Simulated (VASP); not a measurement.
Input of a VASP 6.6.1 run:

POSCAR

```
LiNbO3
1.0
    2.6191134030      1.5121458283      4.7189351300
   -2.6191134030      1.5121458283      4.7189351300
    0.0000000000     -3.0242916565      4.7189351300
Li Nb O
2 2 6
Direct
    0.2833675296      0.2833675296      0.2833675296
    0.7833675296      0.7833675296      0.7833675296
    0.0007562090      0.0007562090      0.0007562090
    0.5007562090      0.5007562090      0.5007562090
    0.1170222445      0.3489534908      0.7217155262
    0.7217155262      0.1170222445      0.3489534908
    0.3489534908      0.7217155262      0.1170222445
    0.2217155262      0.8489534908      0.6170222445
    0.8489534908      0.6170222445      0.2217155262
    0.6170222445      0.2217155262      0.8489534908
```

The input INCAR.step1:

```
PREC = Accurate
ENCUT = 520
ISMEAR = -1
SIGMA = 0.02
LREAL = F
LASPH = T
NELM = 60
NBANDS = 45
GGA = PE
ALGO = Normal
EDIFF = 1E-4
LWAVE = T
LCHARG = F
```

File INCAR.step2:

```
PREC = Accurate
ENCUT = 520
EDIFF = 1E-6
ISMEAR = -1
SIGMA = 0.02
LREAL = F
LASPH = T
NELM = 60
ALGO = Normal
ISIF = 2
LWAVE = F
LCHARG = T
METAGGA = R2SCAN
LMIXTAU = T
LELF = T
LVHAR = T
NBANDS = 45
ISTART = 1
```

The input KPOINTS:

```
Automatic mesh
0
Gamma
  6 6 6
```

Potentials or basis: VASP PAW PBE potentials, release 64 (Li_sv, Nb_sv, O).

Launch:

```sh
$ cat potpaw_PBE.64/Li_sv/POTCAR potpaw_PBE.64/Nb_sv/POTCAR potpaw_PBE.64/O/POTCAR > POTCAR
$ cp INCAR.step1 INCAR
$ mpirun -np 1 vasp_std > vasp.out
$ cp INCAR.step2 INCAR
$ mpirun -np 1 vasp_std > vasp.out
```

Estimate the band gap on the k mesh.

3.98 eV (least direct gap 4.01 eV).

What does it give for the largest force?

0.063 eV/Å.

Forces on the atoms (eV/Å):
```
Li   0.000  0.000  0.036
Li   0.000  0.000  0.036
Nb   0.000  0.000 -0.063
Nb   0.000  0.000 -0.063
O   -0.020  0.026  0.009
O   -0.013 -0.031  0.009
O    0.033  0.004  0.009
O   -0.033  0.004  0.009
O    0.020  0.026  0.009
O    0.013 -0.031  0.009
```

Caveat: the PAW data sets were made with another functional, which shifts forces and pressure a little. r2SCAN opens gaps a little over a GGA but as a rule still falls short of measured ones.
